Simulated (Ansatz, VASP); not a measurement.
## BP in VASP and in Ansatz

Contents of INCAR:

```
  PREC = Accurate
  ENCUT = 500
  EDIFF = 1E-7
  ISMEAR = 0
  SIGMA = 0.02
  LREAL = False
  LASPH = True
  NELM = 120
  ALGO = Normal
  ISIF = 3
  LWAVE = False
  LCHARG = False
  GGA = PE
  IBRION = 2
  NSW = 80
  EDIFFG = -0.01
  GGA_COMPAT = False
  NELMIN = 4
```

The input KPOINTS:

```
Automatic mesh
0
Gamma
  10 10 10
```

File POSCAR:

```
BP
1.0
    0.0000000000      2.2761542986      2.2761542986
    2.2761542986      0.0000000000      2.2761542986
    2.2761542986      2.2761542986      0.0000000000
B P
1 1
Direct
    0.0000000000      0.0000000000      0.0000000000
    0.2500000000      0.2500000000      0.2500000000
```

Input for Ansatz:

```yaml
crystal:
  lattice:
    - [0.0, 2.2761542986, 2.2761542986]
    - [2.2761542986, 0.0, 2.2761542986]
    - [2.2761542986, 2.2761542986, 0.0]
  atoms:
    - { symbol: B, position: [0.0, 0.0, 0.0] }
    - { symbol: P, position: [0.25, 0.25, 0.25] }
basis:
  ecutwfc: 420
kpoints:
  mp_grid: { grid: [10, 10, 10] }
hamiltonian:
  xc: pbe
scf:
  occupations: { method: gaussian, width: 0.02 }
output:
  forces: true
  stress: true
  eigenvalues: true
relax:
  adjacent_minimum: "off"
  f_tol: 0.01
  max_steps: 60
  cell: { stress_tol: 0.1 }
```

Alike in both runs: task relaxation of cell and atoms; functional PBE; k mesh 10 × 10 × 10; occupations gaussian, width 0.02 eV; no spin polarisation.

|  | VASP | Ansatz |
| --- | --- | --- |
| version | VASP 6.6.1 | Ansatz 0.2.0 |
| potentials or method | VASP PAW PBE potentials, release 64 (B, P), cutoff 500 eV | scalar-relativistic, plane waves, PAW |
| valence electrons in the cell | 8 | 8 |

```tsv
	VASP	Ansatz	Ansatz less VASP
gap on the k mesh at the Fermi level, each at its own relaxed structure (eV)	1.25	1.25	+0.006
relaxed volume (Å³/atom)	11.75	11.76	+0.016
relaxed cell length with the largest relative difference (Å)	3.215	3.216	+0.0015
```
